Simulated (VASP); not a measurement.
# CaO (Fm-3m) in VASP: notebook

Runs on CaO. Level: PBEsol. Tasks: elastic constants.

All numbers are computed with VASP 6.6.1; they aren't measurements. Logs are shortened: lines on timing, memory, paths and dates and some standing lists are left out, and cuts for length are marked.

**1. The cell of the first run**

Symmetry: Fm-3m, No. 225, cubic system. The conventional cell has a = 4.767 Å, b = 4.767 Å, c = 4.767 Å, α = 90.00°, β = 90.00°, γ = 90.00°. Ca (site symmetry m-3m) has 6 O at 2.38 Å within 3.1 Å. O (site symmetry m-3m) has 6 Ca at 2.38 Å within 3.1 Å.

**2. Elastic constants, PBEsol**

INCAR reads:

```
SYSTEM = CaO
ALGO     = Normal         ! electronic algorithm
EDIFF    = 1E-8           ! SCF threshold, eV
ENCUT    = 600            ! plane-wave cutoff, eV
GGA      = PS             ! functional
IBRION   = 6              ! ionic algorithm
ISIF     = 3              ! what is computed and relaxed
ISMEAR   = 0              ! smearing method
LASPH    = .True.         ! aspherical terms in the spheres
LCHARG   = .False.        ! write CHGCAR
LREAL    = .False.        ! projectors in reciprocal space
LWAVE    = .False.        ! write WAVECAR
NBANDS   = 15             ! bands
NELM     = 60             ! most SCF steps
NFREE    = 2            
NSW      = 1              ! ionic steps
POTIM    = 0.015          ! step
PREC     = Accurate       ! precision mode
SIGMA    = 0.01           ! smearing width, eV
```

KPOINTS reads:

```
k-points
0
Gamma
  8 8 8
  0 0 0
```

POSCAR reads:

```
CaO
1.0
    0.0000000000      2.3835738961      2.3835738961
    2.3835738961      0.0000000000      2.3835738961
    2.3835738961      2.3835738961      0.0000000000
Ca O
1 1
Direct
    0.0000000000      0.0000000000      0.0000000000
    0.5000000000      0.5000000000      0.5000000000
```

Potentials or basis: VASP PAW PBE potentials, release 64 (Ca_sv, O).

Launch:

```console
$ cat potpaw_PBE.64/Ca_sv/POTCAR potpaw_PBE.64/O/POTCAR > POTCAR
$ mpirun -np 1 vasp_std > vasp.out
```

OUTCAR:

```text
SYSTEM = CaO
   EDIFF = 1E-8
   ENCUT = 600
   GGA = PS
   IBRION = 6
   ISIF = 3
   ISMEAR = 0
   LASPH = .True.
   LREAL = .False.
   NELM = 60
   NFREE = 2
   NSW = 1
   POTIM = 0.015
   PREC = Accurate

 ion  position               nearest neighbor table
   1  0.000  0.000  0.000-   2 2.38   2 2.38   2 2.38   2 2.38   2 2.38   2 2.38
   2  0.500  0.500  0.500-   1 2.38   1 2.38   1 2.38   1 2.38   1 2.38   1 2.38

  LATTYP: Found a face centered cubic cell.
 ALAT       =     4.7671477922

  Lattice vectors:

 A1 = (   0.0000000000,   2.3835738961,   2.3835738961)
 A2 = (   2.3835738961,   0.0000000000,   2.3835738961)
 A3 = (   2.3835738961,   2.3835738961,   0.0000000000)

Analysis of symmetry for initial positions (statically):
=====================================================================
 Subroutine PRICEL returns:
 Original cell was already a primitive cell.

 Routine SETGRP: Setting up the symmetry group for a
 face centered cubic supercell.

 Subroutine GETGRP returns: Found 48 space group operations
 (whereof 48 operations were pure point group operations)
 out of a pool of 48 trial point group operations.

The static configuration has the point symmetry O_h .

Analysis of symmetry for dynamics (positions and initial velocities):
=====================================================================
 Subroutine PRICEL returns:
 Original cell was already a primitive cell.

 Routine SETGRP: Setting up the symmetry group for a
 face centered cubic supercell.

 Subroutine GETGRP returns: Found 48 space group operations
 (whereof 48 operations were pure point group operations)
 out of a pool of 48 trial point group operations.

The dynamic configuration has the point symmetry O_h .

 Subroutine INISYM returns: Found 48 space group operations
 (whereof 48 operations are pure point group operations),
 and found     1 'primitive' translations

----------------------------------------------------------------------------------------

                                     Primitive cell

  volume of cell :      27.0842

  direct lattice vectors                    reciprocal lattice vectors
     0.000000000  2.383573896  2.383573896    -0.209769037  0.209769037  0.209769037
     2.383573896  0.000000000  2.383573896     0.209769037 -0.209769037  0.209769037
     2.383573896  2.383573896  0.000000000     0.209769037  0.209769037 -0.209769037

  length of vectors
     3.370882531  3.370882531  3.370882531     0.363330629  0.363330629  0.363330629

  position of ions in fractional coordinates (direct lattice)
     0.000000000  0.000000000  0.000000000
     0.500000000  0.500000000  0.500000000

  ion indices of the primitive-cell ions
   primitive index   ion index
                 1           1
                 2           2

----------------------------------------------------------------------------------------

 KPOINTS: k-points

Automatic generation of k-mesh.
 Grid dimensions read from file:
 generate k-points for:    8    8    8
[... 109 lines left out ...]
  ext. energy  EPLUGINS =         0.00000000
  ---------------------------------------------------
  free energy    TOTEN  =       -13.41322738 eV

  energy without entropy =      -13.41322738  energy(sigma->0) =      -13.41322738

------------------------ aborting loop because EDIFF is reached ----------------------------------------

  FORCE on cell =-STRESS in cart. coord.  units (eV):
  Direction    XX          YY          ZZ          XY          YZ          ZX
  --------------------------------------------------------------------------------------
  -------------------------------------------------------------------------------------
  Total        0.0965228      0.0965228      0.0965228      0.0000000     -0.0000000      0.0000000
  in kB        5.7098462      5.7098462      5.7098462      0.0000000     -0.0000000      0.0000000
  external PRESSURE =       5.7098462 kB  Pullay stress =       0.0000000 kB
[... 89 lines left out ...]
  FREE ENERGIE OF THE ION-ELECTRON SYSTEM (eV)
  ---------------------------------------------------
  free  energy   TOTEN  =       -13.4070256245 eV

  energy  without entropy=      -13.4070256245  energy(sigma->0) =      -13.40702562

[... ionic steps 4 to 14 ...]

--------------------------------------- Ionic step       15  -------------------------------------------

 number of electron      15.9999997 magnetization

------------------------ aborting loop because EDIFF is reached ----------------------------------------
[... 67 lines left out ...]
--------------------------------------- Ionic step       17  -------------------------------------------

 number of electron      15.9999998 magnetization

 Free energy of the ion-electron system (eV)
  ---------------------------------------------------
  ext. energy  EPLUGINS =         0.00000000
  ---------------------------------------------------
  free energy    TOTEN  =       -13.41285899 eV

  energy without entropy =      -13.41285899  energy(sigma->0) =      -13.41285899

 E-fermi :   2.4095     XC(G=0): -10.8588

 val. band max:        2.3334126213   @ k =   0.0000   0.0000   0.0000
 cond. band min:       5.8573432443   @ k =   0.0000   0.5000   0.5000
 fundamental gap:      3.5239306230
 Fermi energy:         2.4095024523

 k-point     1 :       0.0000    0.0000    0.0000
  band No.  band energies     occupation
      1     -34.9521      2.00000
      2     -15.7747      2.00000
      3     -15.7744      2.00000
      4     -15.7744      2.00000
      5     -13.1582      2.00000
      6       2.3334      2.00000
      7       2.3334      2.00000
      8       2.3334      2.00000
      9       7.0985      0.00000
     10       8.5855      0.00000
     11       8.5865      0.00000
     12       8.5865      0.00000
     13      10.1664      0.00000
     14      10.1681      0.00000
[... 401 lines left out ...]
      2     -16.7922      2.00000
      3     -16.0435      2.00000
      4     -15.9151      2.00000
      5     -12.1282      2.00000
      6       0.2020      2.00000
      7       1.1638      2.00000
      8       1.2287      2.00000
      9       9.1328      0.00000
     10       9.2004      0.00000
     11      11.2653      0.00000
     12      11.4683      0.00000
     13      12.7912      0.00000
     14      14.4420      0.00000
     15      16.4069      0.00000

 [... further k-points ...]
[... 5 lines left out ...]
  --------------------------------------------------------------------------------------
  -------------------------------------------------------------------------------------
  Total        0.1024538      0.0957980      0.0957980      0.0000000     -0.0000000      0.0000000
  in kB        6.0606973      5.6669704      5.6669704      0.0000000     -0.0000000      0.0000000
  external PRESSURE =       5.7982127 kB  Pullay stress =       0.0000000 kB
[... 17 lines left out ...]
  FREE ENERGIE OF THE ION-ELECTRON SYSTEM (eV)
  ---------------------------------------------------
  free  energy   TOTEN  =       -13.4128589880 eV

  energy  without entropy=      -13.4128589880  energy(sigma->0) =      -13.41285899

 INTERNAL STRAIN TENSORS FROM STRAINED CELLS
 ============================================

 INTERNAL STRAIN TENSOR FOR ION    1 for displacements in x,y,z  (eV/Angst):
          X           Y           Z          XY          YZ          ZX
  --------------------------------------------------------------------------------
  x    -0.00000    -0.00000    -0.00000     0.00000    -0.00000    -0.00000
  y    -0.00000    -0.00000    -0.00000     0.00000     0.00000     0.00000
  z     0.00000     0.00000    -0.00000     0.00000    -0.00000     0.00000

 INTERNAL STRAIN TENSORS FROM DISPLACED ATOMS
 ============================================

 INTERNAL STRAIN TENSOR FOR ION    1 for displacements in x,y,z  (eV/Angst):
          X           Y           Z          XY          YZ          ZX
  --------------------------------------------------------------------------------
  x     0.00000     0.00000     0.00000     0.00000     0.00000     0.00000
  y     0.00000     0.00000     0.00000     0.00000     0.00000     0.00000
  z     0.00000     0.00000     0.00000     0.00000     0.00000     0.00000

 INTERNAL STRAIN TENSOR FOR ION    2 for displacements in x,y,z  (eV/Angst):
          X           Y           Z          XY          YZ          ZX
  --------------------------------------------------------------------------------
  x     0.00000     0.00000     0.00000     0.00000     0.00000     0.00000
  y     0.00000     0.00000     0.00000     0.00000     0.00000     0.00000
  z     0.00000     0.00000     0.00000     0.00000     0.00000     0.00000

 Eigenvectors and eigenvalues of the dynamical matrix
 ----------------------------------------------------

   1 f  =    8.381438 THz    52.662130 2PiTHz  279.574690 cm-1    34.662828 meV
             X         Y         Z           dx          dy          dz
      0.000000  0.000000  0.000000    -0.534521    0.000000    0.000000
      2.383574  2.383574  2.383574     0.845155   -0.000000    0.000000
[... 21 lines left out ...]
   6 f/i=    0.003671 THz     0.023067 2PiTHz    0.122458 cm-1     0.015183 meV
             X         Y         Z           dx          dy          dz
      0.000000  0.000000  0.000000     0.680257   -0.501536    0.000000
      2.383574  2.383574  2.383574     0.430230   -0.317198    0.000000

--------------------------------------------------------------------------------------------------------

 ELASTIC MODULI CONTR FROM IONIC RELAXATION (kBar)
 Direction    XX          YY          ZZ          XY          YZ          ZX
 --------------------------------------------------------------------------------
 XX           0.0000      0.0000      0.0000      0.0000      0.0000      0.0000
 YY           0.0000      0.0000      0.0000      0.0000      0.0000      0.0000
 ZZ           0.0000      0.0000      0.0000      0.0000      0.0000      0.0000
 XY           0.0000      0.0000      0.0000      0.0000      0.0000      0.0000
 YZ           0.0000      0.0000      0.0000      0.0000      0.0000      0.0000
 ZX           0.0000      0.0000      0.0000      0.0000      0.0000      0.0000
 --------------------------------------------------------------------------------

 TOTAL ELASTIC MODULI (kBar)
 Direction    XX          YY          ZZ          XY          YZ          ZX
 --------------------------------------------------------------------------------
 XX        2350.2488    585.5462    585.5462      0.0000      0.0000      0.0000
 YY         585.5462   2350.2488    585.5462      0.0000     -0.0000     -0.0000
 ZZ         585.5462    585.5462   2350.2488      0.0000     -0.0000      0.0000
 XY           0.0000      0.0000      0.0000    766.8219      0.0000      0.0000
 YZ           0.0000     -0.0000     -0.0000      0.0000    766.8219      0.0000
 ZX           0.0000     -0.0000      0.0000      0.0000      0.0000    766.8219
 --------------------------------------------------------------------------------
```

It took 6.9 min on 1 thread of Intel Xeon Platinum 8488C (Sapphire Rapids), shared host; peak memory 0.28 GiB.

What came out:

- Elastic constants C11, C12, C44: 235, 59, 77 GPa
- Voigt bulk modulus: 117 GPa
- Highest phonon frequency at Γ, LO-TO splitting left out: 280 cm⁻¹

Phonon frequencies in cm⁻¹ (negative: imaginary):
| q point | frequencies |
| --- | --- |
| (0.000, 0.000, 0.000) | 0 0 0 280 280 280 |

Elastic tensor in Voigt notation (GPa, in the Cartesian axes of the cell as first typed):
```
235  59  59   0   0   0
 59 235  59   0   0   0
 59  59 235   0   0   0
  0   0   0  77   0   0
  0   0   0   0  77   0
  0   0   0   0   0  77
```

Clamped-ion elastic tensor (GPa):
```
235  59  59   0   0   0
 59 235  59   0   0   0
 59  59 235   0   0   0
  0   0   0  77   0   0
  0   0   0   0  77   0
  0   0   0   0   0  77
```

Caveat: the PAW data sets were made with another functional, which shifts forces and pressure a little.

**3. Elastic constants, PBEsol**

INCAR reads:

```
  PREC = Accurate
  ENCUT = 600
  EDIFF = 1E-8
  ISMEAR = 0
  SIGMA = 0.01
  LREAL = F
  LASPH = T
  NELM = 100
  ALGO = Normal
  ISIF = 3
  LWAVE = F
  LCHARG = F
  GGA = PS
  IBRION = 6
  NFREE = 2
  POTIM = 0.015
  NSW = 1
```

KPOINTS reads:

```
Automatic mesh
0
Gamma
  8 8 8
```

POSCAR is that of step 2.

Potentials or basis: VASP PAW PBE potentials, release 64 (Ca_sv, O).

Launch:

```console
$ cat potpaw_PBE.64/Ca_sv/POTCAR potpaw_PBE.64/O/POTCAR > POTCAR
$ mpirun -np 1 vasp_std > vasp.out
```

Wall time 5.2 min (1 thread of Intel Xeon Platinum 8488C (Sapphire Rapids), shared host); peak memory 0.27 GiB.

Results (log left out):

| Property | Result |
| --- | --- |
| Elastic constants C11, C12, C44 | 235, 59, 77 GPa |
| Voigt bulk modulus | 117 GPa |
| Highest phonon frequency at Γ, LO-TO splitting left out | 280 cm⁻¹ |

Phonon frequencies in cm⁻¹ (negative: imaginary):
```csv
q point,frequencies
"(0.000, 0.000, 0.000)",0 0 0 280 280 280
```

Elastic tensor in Voigt notation (GPa, in the Cartesian axes of the cell as first typed):
```
235  59  59   0   0   0
 59 235  59   0   0   0
 59  59 235   0   0   0
  0   0   0  77   0   0
  0   0   0   0  77   0
  0   0   0   0   0  77
```

Clamped-ion elastic tensor (GPa):
```
235  59  59   0   0   0
 59 235  59   0   0   0
 59  59 235   0   0   0
  0   0   0  77   0   0
  0   0   0   0  77   0
  0   0   0   0   0  77
```

Caveat: the PAW data sets were made with another functional, which shifts forces and pressure a little.
